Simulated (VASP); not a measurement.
# O (P6_3/mmc) in VASP: a series of runs

Runs on O. Level: PBE. Tasks: single point.

All numbers are computed with VASP 6.6.1; they aren't measurements. Logs are shortened: lines on timing, memory, paths and dates and some standing lists are left out, and cuts for length are marked.

## Step 1: The cell of the first run

It takes space group P6_3/mmc (No. 194, hexagonal). The conventional cell has a = 2.502 Å, b = 2.502 Å, c = 2.557 Å, α = 90.00°, β = 90.00°, γ = 120.00°. Within 2.6 Å of O (site symmetry -6m2) lie 14 O at 1.93 to 2.56 Å.

## Step 2: Single point, PBE (6.93 Å³/atom)

Input file INCAR:

```
PREC     = Accurate       # precision mode
ENCUT    = 520            # plane-wave cutoff, eV
EDIFF    = 1E-6           # SCF threshold, eV
ISMEAR   = -1             # smearing method
SIGMA    = 0.08           # smearing width, eV
LREAL    = False          # projectors in reciprocal space
LASPH    = True           # aspherical terms in the spheres
NELM     = 100            # most SCF steps
ALGO     = Normal         # electronic algorithm
ISIF     = 2              # what is computed and relaxed
LWAVE    = False          # write WAVECAR
LCHARG   = True           # write CHGCAR
GGA      = PE             # functional
LELF     = True           # ELF
LVHAR    = True         
NBANDS   = 13             # bands
```

Input file KPOINTS:

```
regular mesh
0
Gamma
  17 17 9
```

Input file POSCAR:

```
O
1.0
    2.5016497834      0.0000000000      0.0000000000
   -1.2508248917      2.1664922638      0.0000000000
    0.0000000000      0.0000000000      2.5565058331
O
2
Direct
    0.3333333333      0.6666666667      0.2500000000
    0.6666666667      0.3333333333      0.7500000000
```

Potentials or basis: VASP PAW PBE potentials, release 64 (O).

Launch:

```bash
cat potpaw_PBE.64/O/POTCAR > POTCAR
mpirun -np 1 vasp_std > vasp.out
```

OUTCAR:

```text
PREC = Accurate
   ENCUT = 520
   EDIFF = 1E-6
   ISMEAR = -1
   LREAL = False
   LASPH = True
   NELM = 100
   ISIF = 2
   GGA = PE

 ion  position               nearest neighbor table
   1  0.333  0.667  0.250-   2 1.93   2 1.93   2 1.93   2 1.93   2 1.93   2 1.93
   2  0.667  0.333  0.750-   1 1.93   1 1.93   1 1.93   1 1.93   1 1.93   1 1.93

  LATTYP: Found a hexagonal cell.
 ALAT       =     2.5016497834
 C/A-ratio  =     1.0219279493

  Lattice vectors:

 A1 = (   2.5016497834,   0.0000000000,   0.0000000000)
 A2 = (  -1.2508248917,   2.1664922638,   0.0000000000)
 A3 = (   0.0000000000,   0.0000000000,   2.5565058331)

Analysis of symmetry for initial positions (statically):
=====================================================================
 Subroutine PRICEL returns:
 Original cell was already a primitive cell.

 Routine SETGRP: Setting up the symmetry group for a
 hexagonal supercell.

 Subroutine GETGRP returns: Found 24 space group operations
 (whereof 12 operations were pure point group operations)
 out of a pool of 24 trial point group operations.

The static configuration has the point symmetry D_3d.
 The point group associated with its full space group is D_6h.

Analysis of symmetry for dynamics (positions and initial velocities):
=====================================================================
 Subroutine PRICEL returns:
 Original cell was already a primitive cell.

 Routine SETGRP: Setting up the symmetry group for a
 hexagonal supercell.

 Subroutine GETGRP returns: Found 24 space group operations
 (whereof 12 operations were pure point group operations)
 out of a pool of 24 trial point group operations.

The dynamic configuration has the point symmetry D_3d.
 The point group associated with its full space group is D_6h.

 Subroutine INISYM returns: Found 24 space group operations
 (whereof 12 operations are pure point group operations),
 and found     1 'primitive' translations

----------------------------------------------------------------------------------------

                                     Primitive cell

  volume of cell :      13.8558

  direct lattice vectors                    reciprocal lattice vectors
     2.501649783  0.000000000  0.000000000     0.399736209  0.230787808  0.000000000
    -1.250824892  2.166492264  0.000000000     0.000000000  0.461575615  0.000000000
     0.000000000  0.000000000  2.556505833     0.000000000  0.000000000  0.391158896

  length of vectors
     2.501649783  2.501649783  2.556505833     0.461575615  0.461575615  0.391158896

  position of ions in fractional coordinates (direct lattice)
     0.333333333  0.666666667  0.250000000
     0.666666667  0.333333333  0.750000000

  ion indices of the primitive-cell ions
   primitive index   ion index
                 1           1
                 2           2

----------------------------------------------------------------------------------------

 KPOINTS: regular mesh

Automatic generation of k-mesh.
 Grid dimensions read from file:
 generate k-points for:   17   17    9

 Generating k-lattice:

  Cartesian coordinates                     Fractional coordinates (reciprocal lattice)
     0.023513895  0.013575753  0.000000000     0.058823529  0.000000000  0.000000000
     0.000000000  0.027151507  0.000000000     0.000000000  0.058823529  0.000000000
     0.000000000  0.000000000  0.043462100     0.000000000  0.000000000  0.111111111

  Length of vectors
     0.027151507  0.027151507  0.043462100

  Shift w.r.t. Gamma in fractional coordinates (k-lattice)
     0.000000000  0.000000000  0.000000000

 Subroutine IBZKPT returns following result:
 ===========================================

 Found    165 irreducible k-points:

 Following reciprocal coordinates:
            Coordinates               Weight
  0.000000  0.000000  0.000000      1.000000
  0.058824  0.000000  0.000000      6.000000
  0.117647  0.000000  0.000000      6.000000
  0.176471 -0.000000  0.000000      6.000000
  0.235294  0.000000  0.000000      6.000000
  0.294118  0.000000  0.000000      6.000000
[... 16 lines left out ...]
  0.411765  0.117647  0.000000     12.000000
  0.176471  0.176471  0.000000      6.000000
 [... further k-points ...]
   k-points           NKPTS =    165   k-points in BZ     NKDIM =    165   number of bands    NBANDS=     13
   number of dos      NEDOS =    301   number of ions     NIONS =      2
   total plane-waves  NPLWV =   8000
   dimension x,y,z NGX =    20 NGY =   20 NGZ =   20
   dimension x,y,z NGXF=    40 NGYF=   40 NGZF=   40
   ions per type =               2
   NGX,Y,Z   is equivalent  to a cutoff of  13.29, 13.29, 13.01 a.u.
   NGXF,Y,Z  is equivalent  to a cutoff of  26.58, 26.58, 26.01 a.u.
 SYSTEM =  unknown system
   PREC   = accura    normal or accurate (medium, high low for compatibility)
   ISTART =      0    job   : 0-new  1-cont  2-samecut
   ICHARG =      2    charge: 1-file 2-atom 10-const
   ISPIN  =      1    spin polarized calculation?
   LNONCOLLINEAR =      F non collinear calculations
   LSORBIT =      F    spin-orbit coupling
   LASPH  =      T    aspherical Exc in radial PAW
   ENCUT  =  520.0 eV  38.22 Ry    6.18 a.u.   4.65  4.65  4.75*2*pi/ulx,y,z
   NELM   =    100;   NELMIN=  2; NELMDL= -5     # of ELM steps
   EDIFF  = 0.1E-05   stopping-criterion for ELM
   LREAL  =      F    real-space projection
   EDIFFG = 0.1E-04   stopping-criterion for IOM
   NSW    =      0    number of steps for IOM
   IBRION =     -1    ionic relax: 0-MD 1-quasi-New 2-CG
   NFREE  =      0    steps in history (QN), initial steepest desc. (CG)
   ISIF   =      2    stress and relaxation
   ISYM   =      2    0-nonsym 1-usesym 2-fastsym
   POTIM  = 0.5000    time-step for ionic-motion
   TEBEG  =    0.0;   TEEND  =   0.0 temperature during run
   PSTRESS=    0.0 pullay stress
   NELECT =      12.0000    total number of electrons
   NUPDOWN=      -1.0000    fix difference up-down
   EMIN   =  10.00;   EMAX   =-10.00  energy-range for DOS
   EFERMI =   0.00;   METHOD = LEGACY
   ISMEAR =    -1;   SIGMA  =   0.08  broadening in eV -4-tet -1-fermi 0-gaus
   EFERMI_NEDOS =   21; number of points for ismear=-14 and -15
   IALGO  =     38    algorithm
   IMIX   =      4    mixing-type and parameters
     AMIX     =   0.40;   BMIX     =  1.00
     AMIX_MAG =   1.60;   BMIX_MAG =  1.00
  volume/ion in A,a.u.               =       6.93        46.75
  Fermi-wavevector in a.u.,A,eV,Ry     =   1.560481  2.948881 33.131552  2.435100
  Thomas-Fermi vector in A             =   2.663687
   LORBIT       =      0    0 simple, 1 ext, 2 COOP (PROOUT), +10 PAW based schemes
   GGA     = PE    functional components
   LHFCALC =     F    Hartree Fock is set to
   AEXX    =    0.0000 exact exchange contribution
   IVDW    =     0    specifies the selected vdW correction
   LEPSILON=     F    determine dielectric tensor
   LRPA    =     F    only Hartree local field effects (RPA)
 non-spin polarized calculation
  energy-cutoff  :      520.00
  volume of cell :       13.86
 maximum number of plane-waves:       393
 NGX is ok and might be reduce to    20
   NGX =  9   NGY =  9   NGZ =  9

 number of electron      12.0000000 magnetization

 Free energy of the ion-electron system (eV)
  ---------------------------------------------------
  ext. energy  EPLUGINS =         0.00000000
  ---------------------------------------------------
  free energy    TOTEN  =        -5.57567747 eV

  energy without entropy =       -5.54905675  energy(sigma->0) =       -5.56236711

 E-fermi :   4.3937     XC(G=0): -12.7216

 val. band max:        4.3927816342   @ k =   0.1176   0.1176   0.3333
 cond. band min:       4.3950514960   @ k =   0.1765   0.0588   0.3333
 fundamental gap:      0.0022698618
 Fermi energy:         4.3937325520

 k-point     1 :       0.0000    0.0000    0.0000
  band No.  band energies     occupation
      1     -19.3441      2.00000
      2      -8.7831      2.00000
      3      -1.5151      2.00000
      4       1.3879      2.00000
      5       1.3879      2.00000
      6       5.1716      0.00012
      7       5.1716      0.00012
      8       7.2077      0.00000
      9      21.3690      0.00000
     10      21.5195      0.00000
     11      31.6433      0.00000
     12      31.6433      0.00000
     13      38.2434      0.00000

 k-point     2 :       0.0588    0.0000    0.0000
  band No.  band energies     occupation
      1     -19.2716      2.00000
      2      -8.8541      2.00000
      3      -1.4555      2.00000
      4       1.2874      2.00000
      5       1.2902      2.00000
      6       5.0998      0.00029
      7       5.2435      0.00005
      8       7.1311      0.00000
      9      21.4485      0.00000
     10      21.6903      0.00000
     11      31.2475      0.00000
     12      31.8127      0.00000
     13      38.3297      0.00000

 k-point     3 :       0.1176    0.0000    0.0000
  band No.  band energies     occupation
      1     -19.0560      2.00000
      2      -9.0723      2.00000
      3      -1.2787      2.00000
      4       1.0100      2.00000
      5       1.0315      2.00000
      6       4.9080      0.00323
      7       5.4275      0.00000
      8       6.9059      0.00000
      9      21.6134      0.00000
     10      22.1898      0.00000
     11      30.4694      0.00000
     12      32.3201      0.00000
     13      37.2923      0.00000
[... 305 lines left out ...]
 k-point    23 :       0.4118    0.1176    0.0000
  band No.  band energies     occupation
      1     -15.5719      2.00000
      2     -12.8683      2.00000
      3      -2.1710      2.00000
      4       0.7268      2.00000
      5       1.3961      2.00000
      6       3.7239      1.99954
      7       3.8244      1.99838
      8       6.1955      0.00000
      9      20.6936      0.00000
     10      27.6999      0.00000
     11      29.8025      0.00000
     12      30.3407      0.00000
     13      37.4971      0.00000

 k-point    24 :       0.1765    0.1765    0.0000
  band No.  band energies     occupation
      1     -17.4921      2.00000
      2     -10.7491      2.00000
      3      -1.1957      2.00000
      4      -0.0251      2.00000
      5       0.7722      2.00000
      6       4.2667      1.66051
      7       5.3974      0.00001
      8       5.9087      0.00000
      9      21.8352      0.00000
     10      24.6920      0.00000
     11      29.4568      0.00000
     12      32.2995      0.00000
     13      36.1351      0.00000

 [... further k-points ...]
[... 5 lines left out ...]
  --------------------------------------------------------------------------------------
  -------------------------------------------------------------------------------------
  Total        2.9420980      2.9420980      2.9603663      0.0000000     -0.0000000      0.0000000
  in kB      340.2023221    340.2023221    342.3147396      0.0000000     -0.0000000      0.0000000
  external PRESSURE =     340.9064612 kB  Pullay stress =       0.0000000 kB

 VOLUME and BASIS-vectors are now :
 -----------------------------------------------------------------------------
  energy-cutoff  :      520.00
  volume of cell :       13.86
      direct lattice vectors                 reciprocal lattice vectors
     2.501649783  0.000000000  0.000000000     0.399736209  0.230787808  0.000000000
    -1.250824892  2.166492264  0.000000000     0.000000000  0.461575615  0.000000000
     0.000000000  0.000000000  2.556505833     0.000000000  0.000000000  0.391158896

 POSITION                                       TOTAL-FORCE (eV/Angst)
 -----------------------------------------------------------------------------------
     -0.00000      1.44433      0.63913         0.000000      0.000000      0.000000
      1.25082      0.72216      1.91738        -0.000000     -0.000000      0.000000
 -----------------------------------------------------------------------------------
    total drift:                               -0.000000      0.000000      0.000000

  FREE ENERGIE OF THE ION-ELECTRON SYSTEM (eV)
  ---------------------------------------------------
  free  energy   TOTEN  =        -5.5756774693 eV

  energy  without entropy=       -5.5490567477  energy(sigma->0) =       -5.56236711
```

It took 23 s on 1 thread of Intel Xeon 8259CL, shared host; peak memory 0.13 GiB.

What came out:

| Property | Result |
| --- | --- |
| Free energy | -5.5757 eV |
| Pressure | 34.1 GPa |
| Band gap on the k mesh | zero (bands 6 and 7 overlap by 2.18 eV) |

Caveat: the cell stands under pressure.

(Part 1 of 2 ends here.)
